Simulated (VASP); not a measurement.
## CsH: single point with LDA

Crystal: CsH.

```
Cs H
1.0
     0.00000    3.06881    3.06881
     3.06881    0.00000    3.06881
     3.06881    3.06881    0.00000
Cs H
1 1
Direct
  0.00000 0.00000 0.00000
  0.50000 0.50000 0.50000
```

This cell differs from its parent crystal: volume scaled by 1.02.

* Program: VASP 6.6.1
* Task: single point
* Functional: LDA
* Potentials or basis: VASP PAW LDA potentials, release 64 (Cs_sv, H)
* Cutoff: 520 eV
* k mesh: 8 × 8 × 8
* Occupations: gaussian, width 0.01 eV
* Spin: no spin polarisation

| Item | Value |
| --- | --- |
| Pressure | -0.2 GPa |
| Band gap on the k mesh | 1.76 eV, direct |

Levels at points of the mesh, in eV from the valence-band top:
```
           k point  band 2  band 3  band 4  band 5  band 6  band 7  band 8  band 9
(0.00, 0.00, 0.00)   -7.85   -7.85   -7.85   -2.13    4.94    4.94    4.94    6.05
(0.50, 0.00, 0.00)   -9.05   -7.98   -7.98    0.00    1.76    4.46    4.46    7.33
(0.50, 0.50, 0.00)   -8.87   -8.24   -8.24   -1.59    2.58    5.75    8.40    8.52
```

It took 6.1 s on 1 thread of Intel(R) Xeon(R) 6975P-C (Granite Rapids), on a shared host, peak memory 0.15 GiB.

Caveat: spin-orbit coupling is left out, which moves the levels of the heavy elements. A k mesh can miss the band edges.
